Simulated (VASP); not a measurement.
# Tc: relaxation of cell and atoms with PBEsol

The system is Tc.

```
Tc
1.0
     0.00000    2.65000    2.65000
     2.65000    0.00000    2.65000
     2.65000    2.65000    0.00000
Tc
2
Direct
  0.00000 0.00000 0.00000
  0.25000 0.25000 0.25000
```

```
Program                : VASP 6.6.1
Task                   : relaxation of cell and atoms
Functional             : PBEsol
Potentials or basis    : VASP PAW PBE potentials, release 64 (Tc_pv)
Cutoff                 : 600 eV
k mesh                 : 7 × 7 × 7
Occupations            : fermi-dirac, width 0.05 eV
Spin                   : no spin polarisation
Target pressure        : 40 GPa
Dipole correction      : no
Further INCAR settings : ALGO = Normal; EDIFF = 1e-06; IBRION = 2; EDIFFG = -0.03; NSW = 60; ISIF = 3
```

```
Relaxed volume                                         : 17.35 Å³/atom
Relaxed cell                                           : a = 3.661 Å, b = 3.661 Å, c = 3.661 Å, α = 60.00°, β = 60.00°, γ = 60.00°
Space group after relaxing (to 0.05 Å)                 : Fd-3m (No. 227)
Energy change on relaxing (the enthalpy is what falls) : +232.1 meV/atom
Ionic steps                                            : 5
Pressure after relaxing                                : 40.0 GPa
Band gap on the k mesh                                 : zero (band 13 reaches 10.25 eV, above the bottom of band 14 at 9.37 eV)
```

The path:
```tsv
step	energy change (eV)	largest force (eV/Å)	pressure (GPa)	volume (Å³)
1	0.0000	0.0000	19.97	37.22
2	5.8717	0.0000	189.38	26.04
3	0.3922	0.0000	37.28	34.99
4	0.4484	0.0000	39.41	34.76
5	0.4642	0.0000	39.99	34.69
```

Final structure:
```
Tc
1.0
     0.00000    2.58866    2.58866
     2.58866    0.00000    2.58866
     2.58866    2.58866    0.00000
Tc
2
Direct
  0.00000 0.00000 0.00000
  0.25000 0.25000 0.25000
```

Levels at points of the mesh, in eV from the Fermi level:
| k point | band 9 | band 10 | band 11 | band 12 | band 13 | band 14 | band 15 | band 16 | band 17 |
| --- | --- | --- | --- | --- | --- | --- | --- | --- | --- |
| (0.00, 0.00, 0.00) | -4.05 | -2.72 | -2.72 | -2.72 | 0.64 | 0.64 | 0.64 | 4.19 | 4.19 |

Run time: 71 s on 1 thread of Intel Xeon 6975P-C (shared host), peak memory 0.18 GiB.

Caveat: the cell is relaxed towards a set pressure, so the enthalpy falls and the energy may rise; the PAW data sets were made with another functional, which shifts forces and pressure a little.
